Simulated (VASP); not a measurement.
Input of a VASP 6.6.1 run:

The input INCAR:

```
SYSTEM = V
PREC     = Accurate       ! precision mode
ENCUT    = 520            ! plane-wave cutoff, eV
EDIFF    = 1E-6           ! SCF threshold, eV
ISMEAR   = -1             ! smearing method
SIGMA    = 0.05           ! smearing width, eV
LREAL    = .False.        ! projectors in reciprocal space
LASPH    = .True.         ! aspherical terms in the spheres
NELM     = 150            ! most SCF steps
ALGO     = Normal         ! electronic algorithm
ISIF     = 2              ! what is computed and relaxed
LWAVE    = .False.        ! write WAVECAR
LCHARG   = .False.        ! write CHGCAR
ISPIN    = 2              ! spin polarisation
MAGMOM   = 1.5            ! initial moments
LORBIT   = 11             ! projections on sites
LMAXMIX  = 4              ! l up to which the mixer works
GGA      = PS             ! functional
NBANDS   = 16             ! bands
```

File KPOINTS:

```
Automatic mesh
0
Gamma
  9 9 9
  0 0 0
```

Contents of POSCAR:

```
V
1.0
   -1.4766629973      1.4766629973      1.4766629973
    1.4766629973     -1.4766629973      1.4766629973
    1.4766629973      1.4766629973     -1.4766629973
V
1
Direct
    0.0000000000      0.0000000000      0.0000000000
```

Potentials or basis: VASP PAW PBE potentials, release 64 (V_sv).

The run is started by

```console
$ cat potpaw_PBE.64/V_sv/POTCAR > POTCAR
$ mpirun -np 1 vasp_std > vasp.out
```

(1) Estimate the pressure.

(2) What does it give for the net moment?

Results:

(1) 0.2 GPa.

(2) 0.00 μB per cell.

Caveat: the PAW data sets were made with another functional, which shifts forces and pressure a little.
